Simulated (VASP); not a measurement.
Crystal: PbS.

```
Pb S
1.0
    -1.78096    1.78096    3.06813
     1.78096   -1.78096    3.06813
     1.78096    1.78096   -3.06813
Pb S
1 1
Direct
  0.29191 0.29191 0.00000
  0.70809 0.70809 0.00000
```

| Item | Value |
| --- | --- |
| Program | VASP 6.6.1 |
| Task | relaxation of cell and atoms |
| Functional | PBE |
| Potentials or basis | VASP PAW PBE potentials, release 64 (Pb_d, S) |
| Cutoff | 600 eV |
| k mesh | 6 × 6 × 6 |
| Occupations | gaussian, width 0.1 eV |
| Spin | no spin polarisation |

At the start: pressure 45.2 GPa; volume 19.46 Å³/atom.

How do energy, volume and symmetry change on relaxing?

Over 15 steps the energy falls by 1047.0 meV/atom and the volume is 27.21 Å³/atom (+39.8 %); space group I4mm (No. 107, to 0.05 Å).

The path:
```
step  energy change (eV)  largest force (eV/Å)  pressure (GPa)  volume (Å³)
   1              0.0000                0.1607           45.15        38.93
   2             -1.3892                0.4523           -7.56        78.24
   3             -2.0300                0.1316           -0.22        57.85
   4             -2.0295                0.1196           -0.57        58.28
   5             -2.0360                0.1739           -0.46        57.98
   6             -2.0456                0.3450           -0.06        57.13
   7             -2.0510                0.3170           -0.08        56.93
   8             -2.0650                0.2469           -0.09        56.35
   9             -2.0838                0.1555            0.08        55.18
  10             -2.0708                0.0619            1.70        52.80
  11             -2.0878                0.1389            0.38        54.48
  12             -2.0883                0.1231            0.57        54.09
  13             -2.0928                0.0073           -0.51        55.04
  14             -2.0935                0.0334           -0.24        54.77
  15             -2.0939                0.0284            0.06        54.42
```

Final structure:
```
Pb S
1.0
    -2.11911    2.11911    3.02982
     2.11911   -2.11911    3.02982
     2.11911    2.11911   -3.02982
Pb S
1 1
Direct
  0.26297 0.26297 0.00000
  0.73703 0.73703 0.00000
```

Caveat: the volume moved by over 15 % at a fixed basis, so the end points are rough.
